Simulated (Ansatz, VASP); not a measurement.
**One calculation of WS, two programs**

```xyz
2
Lattice="0.0000 2.4499 2.4499 2.4499 0.0000 2.4499 2.4499 2.4499 0.0000" Properties=species:S:1:pos:R:3 pbc="T T T"
W     0.0000    0.0000    0.0000
S     2.4499    2.4499    2.4499
```

Alike in both runs: functional PBEsol; k mesh 14 × 14 × 14; occupations gaussian, width 0.1 eV; no spin polarisation.

Ansatz relaxed the structure, and its values are those at the end. VASP's run is a single point on that final structure, the one shown.

|  | VASP | Ansatz |
| --- | --- | --- |
| version | VASP 6.6.1 | Ansatz 0.2.0 |
| potentials or method | VASP PAW PBE potentials, release 64 (W_sv, S), cutoff 520 eV | scalar-relativistic, plane waves, PAW |
| valence electrons in the cell | 20 | 20 |

```tsv
	VASP	Ansatz	Ansatz less VASP
gap on the k mesh at the Fermi level (eV)	none	none	-
pressure (GPa)	0.6	0.0	-0.62
```

VASP's potentials were made for PBE, not for PBEsol. A gap of «none» marks a metal or a gap that the smearing closes.

Neither program's run includes spin-orbit coupling.
